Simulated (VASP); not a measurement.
Wanted: the native input for a VASP 6.6.1 run.

- Task: single point
- Functional: PBE
- Potentials or basis: VASP PAW PBE potentials, release 64 (Na_pv, B)
- Cutoff: 500 eV
- k mesh: 8 × 8 × 8
- Occupations: tetrahedron
- Spin: no spin polarisation
- Dipole correction: no
- Further INCAR settings: ALGO = Normal; EDIFF = 1e-06; NBANDS = 12

The structure of NaB lies in POSCAR:

```
NaB
1.0
    0.0000000000      2.6838690000      2.6838690000
    2.6838690000      0.0000000000      2.6838690000
    2.6838690000      2.6838690000      0.0000000000
Na B
1 1
Direct
    0.0000000000      0.0000000000      0.0000000000
    0.5000000000      0.5000000000      0.5000000000
```

One way to write it, as run:

INCAR

```
SYSTEM = NaB
  PREC = Accurate
  ENCUT = 500
  EDIFF = 1E-6
  ISMEAR = -5
  SIGMA = 0.1
  LREAL = .FALSE.
  LASPH = .TRUE.
  NELM = 120
  ALGO = Normal
  ISIF = 2
  LWAVE = .FALSE.
  LCHARG = .FALSE.
  GGA = PE
  NBANDS = 12
  GGA_COMPAT = .FALSE.
```

KPOINTS

```
regular mesh
0
G
  8 8 8
  0 0 0
```

Potentials or basis: VASP PAW PBE potentials, release 64 (Na_pv, B).

Run with:

```bash
$ cat potpaw_PBE.64/Na_pv/POTCAR potpaw_PBE.64/B/POTCAR > POTCAR
$ mpirun -np 1 vasp_std > vasp.out
```

It gave:

The pressure is 0.2 GPa. The band gap on the k mesh is zero (band 5 reaches 3.13 eV, above the bottom of band 6 at 0.23 eV).

Caveat: tetrahedron occupations give inexact forces and stress in metals.

Run time: 20 s on 1 thread of Intel Xeon 8259CL, on a shared host, peak memory 0.15 GiB.
